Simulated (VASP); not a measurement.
# AlNi (Pm-3m) in VASP: notebook, part 2 of 2

VASP 6.6.1.

### 4 Single point, LDA, collinear spin, ferromagnetic start

Input file INCAR:

```
SYSTEM = AlNi
PREC = Accurate ; ENCUT = 520
EDIFF = 1E-7 ; ISMEAR = -1
SIGMA = 0.1 ; LREAL = .FALSE.
LASPH = .TRUE. ; NELM = 150
ALGO = Normal ; ISIF = 2
LWAVE = .FALSE. ; LCHARG = .TRUE.
ISPIN = 2 ; MAGMOM = 0 1
LORBIT = 11 ; LMAXMIX = 4
LELF = .TRUE. ; LVHAR = .TRUE.
NBANDS = 18
```

Input file KPOINTS:

```
regular mesh
0
G
  9 9 9
  0 0 0
```

Input file POSCAR:

```
AlNi
1.0
    2.8810000000      0.0000000000      0.0000000000
    0.0000000000      2.8810000000      0.0000000000
    0.0000000000      0.0000000000      2.8810000000
Al Ni
1 1
Direct
    0.0000000000      0.0000000000      0.0000000000
    0.5000000000      0.5000000000      0.5000000000
```

Potentials or basis: VASP PAW LDA potentials, release 64 (Al, Ni).

On the command line:

```
cat potpaw_LDA.64/Al/POTCAR potpaw_LDA.64/Ni/POTCAR > POTCAR
mpirun -np 1 vasp_std > vasp.out
```

OUTCAR:

```text
SYSTEM = AlNi
   PREC = Accurate
   ENCUT = 520
   EDIFF = 1E-7
   ISMEAR = -1
   LREAL = .FALSE.
   LASPH = .TRUE.
   NELM = 150
   ISIF = 2
   ISPIN = 2
   LORBIT = 11

 ion  position               nearest neighbor table
   1  0.000  0.000  0.000-   2 2.50   2 2.50   2 2.50   2 2.50   2 2.50   2 2.50   2 2.50   2 2.50

   2  0.500  0.500  0.500-   1 2.50   1 2.50   1 2.50   1 2.50   1 2.50   1 2.50   1 2.50   1 2.50

  LATTYP: Found a simple cubic cell.
 ALAT       =     2.8810000000

  Lattice vectors:

 A1 = (   2.8810000000,   0.0000000000,   0.0000000000)
 A2 = (   0.0000000000,   2.8810000000,   0.0000000000)
 A3 = (   0.0000000000,   0.0000000000,   2.8810000000)

Analysis of symmetry for initial positions (statically):
=====================================================================
 Subroutine PRICEL returns:
 Original cell was already a primitive cell.

 Routine SETGRP: Setting up the symmetry group for a
 simple cubic supercell.

 Subroutine GETGRP returns: Found 48 space group operations
 (whereof 48 operations were pure point group operations)
 out of a pool of 48 trial point group operations.

The static configuration has the point symmetry O_h .

Analysis of symmetry for dynamics (positions and initial velocities):
=====================================================================
 Subroutine PRICEL returns:
 Original cell was already a primitive cell.

 Routine SETGRP: Setting up the symmetry group for a
 simple cubic supercell.

 Subroutine GETGRP returns: Found 48 space group operations
 (whereof 48 operations were pure point group operations)
 out of a pool of 48 trial point group operations.

The dynamic configuration has the point symmetry O_h .

Analysis of structural, dynamic, and magnetic symmetry:
=====================================================================
 Subroutine PRICEL returns:
 Original cell was already a primitive cell.

 Routine SETGRP: Setting up the symmetry group for a
 simple cubic supercell.

 Subroutine GETGRP returns: Found 48 space group operations
 (whereof 48 operations were pure point group operations)
[... 148 lines left out ...]
  free energy    TOTEN  =       -12.17488994 eV

  energy without entropy =      -12.14572341  energy(sigma->0) =      -12.16030667

 E-fermi :   9.7546     XC(G=0): -12.3012

 val. band max:        9.6922568990   @ k =   0.3333   0.3333   0.0000
 cond. band min:       9.7889128216   @ k =   0.3333   0.1111   0.1111
 fundamental gap:      0.0966559226
 Fermi energy:         9.7545720270

 spin component 1

 k-point     1 :       0.0000    0.0000    0.0000
  band No.  band energies     occupation
      1      -1.3330      1.00000
      2       6.4915      1.00000
      3       6.4915      1.00000
      4       8.1701      1.00000
      5       8.1701      1.00000
      6       8.1701      1.00000
[... 493 lines left out ...]
     17      32.2435      0.00000
     18      36.0928      0.00000

 [... further k-points ...]

 spin component 2

 k-point     1 :       0.0000    0.0000    0.0000
  band No.  band energies     occupation
      1      -1.3330      1.00000
      2       6.4916      1.00000
      3       6.4916      1.00000
      4       8.1703      1.00000
      5       8.1703      1.00000
      6       8.1703      1.00000
[... 493 lines left out ...]
     17      32.2435      0.00000
     18      36.0922      0.00000

 [... further k-points ...]

------------------------ aborting loop because EDIFF is reached ----------------------------------------

  FORCE on cell =-STRESS in cart. coord.  units (eV):
  Direction    XX          YY          ZZ          XY          YZ          ZX
  --------------------------------------------------------------------------------------
  -------------------------------------------------------------------------------------
  Total       -1.2235551     -1.2235551     -1.2235551     -0.0000000      0.0000000     -0.0000000
  in kB      -81.9793222    -81.9793222    -81.9793222     -0.0000000      0.0000000     -0.0000000
  external PRESSURE =     -81.9793222 kB  Pullay stress =       0.0000000 kB

 VOLUME and BASIS-vectors are now :
 -----------------------------------------------------------------------------
  energy-cutoff  :      520.00
  volume of cell :       23.91
      direct lattice vectors                 reciprocal lattice vectors
     2.881000000  0.000000000  0.000000000     0.347101701  0.000000000  0.000000000
     0.000000000  2.881000000  0.000000000     0.000000000  0.347101701  0.000000000
     0.000000000  0.000000000  2.881000000     0.000000000  0.000000000  0.347101701

 POSITION                                       TOTAL-FORCE (eV/Angst)
 -----------------------------------------------------------------------------------
      0.00000      0.00000      0.00000         0.000000      0.000000      0.000000
      1.44050      1.44050      1.44050         0.000000      0.000000      0.000000
 -----------------------------------------------------------------------------------
    total drift:                                0.000000      0.000000     -0.000000

  FREE ENERGIE OF THE ION-ELECTRON SYSTEM (eV)
  ---------------------------------------------------
  free  energy   TOTEN  =       -12.1748899393 eV

  energy  without entropy=      -12.1457234076  energy(sigma->0) =      -12.16030667

 total charge

# of ion       s       p       d       tot
------------------------------------------
    1        0.389   0.417   0.000   0.807
    2        0.482   0.518   8.491   9.490
--------------------------------------------------
tot          0.871   0.936   8.491  10.297

 magnetization (x)

# of ion       s       p       d       tot
------------------------------------------
    1       -0.000  -0.000   0.000  -0.000
    2        0.000   0.000   0.000   0.000
--------------------------------------------------
tot          0.000   0.000   0.000   0.000
```

OSZICAR:

```text
N       E                     dE             d eps       ncg     rms          rms(c)
DAV:   1     0.459841583654E+02    0.45984E+02   -0.53679E+03  2568   0.806E+02
DAV:   2    -0.106923205423E+02   -0.56676E+02   -0.50048E+02  2642   0.164E+02
DAV:   3    -0.134916743653E+02   -0.27994E+01   -0.27318E+01  3034   0.375E+01
DAV:   4    -0.135257153432E+02   -0.34041E-01   -0.34012E-01  2918   0.367E+00
DAV:   5    -0.135263383425E+02   -0.62300E-03   -0.62296E-03  3046   0.545E-01    0.123E+01
DAV:   6    -0.155520092806E+02   -0.20257E+01   -0.40476E+01  2864   0.750E+01    0.160E+01
DAV:   7    -0.122064815427E+02    0.33455E+01   -0.12445E+01  2822   0.446E+01    0.141E+00
DAV:   8    -0.121904043508E+02    0.16077E-01   -0.25528E-01  3328   0.465E+00    0.103E+00
DAV:   9    -0.121747739495E+02    0.15630E-01   -0.37665E-02  3230   0.198E+00    0.488E-01
DAV:  10    -0.121749736433E+02   -0.19969E-03   -0.79448E-04  3520   0.270E-01    0.159E-01
DAV:  11    -0.121748592824E+02    0.11436E-03   -0.57651E-04  3144   0.209E-01    0.837E-02
DAV:  12    -0.121748930785E+02   -0.33796E-04   -0.67918E-05  3340   0.750E-02    0.436E-02
DAV:  13    -0.121748903793E+02    0.26992E-05   -0.12196E-05  3230   0.365E-02    0.146E-02
DAV:  14    -0.121748899665E+02    0.41287E-06   -0.16099E-06  3136   0.122E-02    0.342E-03
DAV:  15    -0.121748899393E+02    0.27129E-07   -0.43621E-08  1516   0.157E-03
   1 F= -.12174890E+02 E0= -.12160307E+02  d E =-.291665E-01  mag=    -0.0000
```

stdout:

```text
POSCAR found type information on POSCAR AlNi
 POSCAR found :  2 types and       2 ions
 scaLAPACK will be used
 LDA part: xc-table for (Slater(with rela. corr.)+CA(PZ))
 , standard interpolation
 POSCAR, INCAR and KPOINTS ok, starting setup
 FFT: planning ... GRIDC
 FFT: planning ... GRID_SOFT
 FFT: planning ... GRID
 WAVECAR not read
 entering main loop
```

Wall time 10 s (1 thread of Intel Xeon 6975P-C (Granite Rapids), shared host); peak memory 0.15 GiB.

Results:

```
Free energy                                           : -12.1749 eV
Pressure                                              : -8.2 GPa
Net moment                                            : 0.00 μB per cell
Valence electrons inside the program's atomic spheres : Al 0.81; Ni 9.49
```

Levels at points of the mesh, in eV from the Fermi level:
Spin up:
```csv
k point,band 4,band 5,band 6,band 7,band 8,band 9
"(0.00, 0.00, 0.00)",-1.58,-1.58,-1.58,5.46,5.46,5.46
```
Spin down:
```
           k point  band 4  band 5  band 6  band 7  band 8  band 9
(0.00, 0.00, 0.00)   -1.58   -1.58   -1.58    5.46    5.46    5.46
```

### 5 The runs side by side

| level | potentials or basis | gap on the mesh (eV) | pressure (GPa) | moment (μB) |
| --- | --- | --- | --- | --- |
| RPBE | VASP PAW PBE potentials, release 64 (Al, Ni) | none | 5.8 | 0.00 |
| PBE | VASP PAW PBE potentials, release 64 (Al, Ni) | none | 2.1 | 0.00 |
| LDA | VASP PAW LDA potentials, release 64 (Al, Ni) | none | -8.2 | 0.00 |

Alike in all rows: task single point; spin collinear, ferromagnetic start; cell as given; k mesh 9 × 9 × 9; cutoff (eV) 520; smearing fermi-dirac 0.1 eV.

Caveats: the PAW data sets were made with another functional, which shifts forces and pressure a little (some runs).

Total energies depend on the potentials used, so only differences within one code and one set of settings carry meaning.
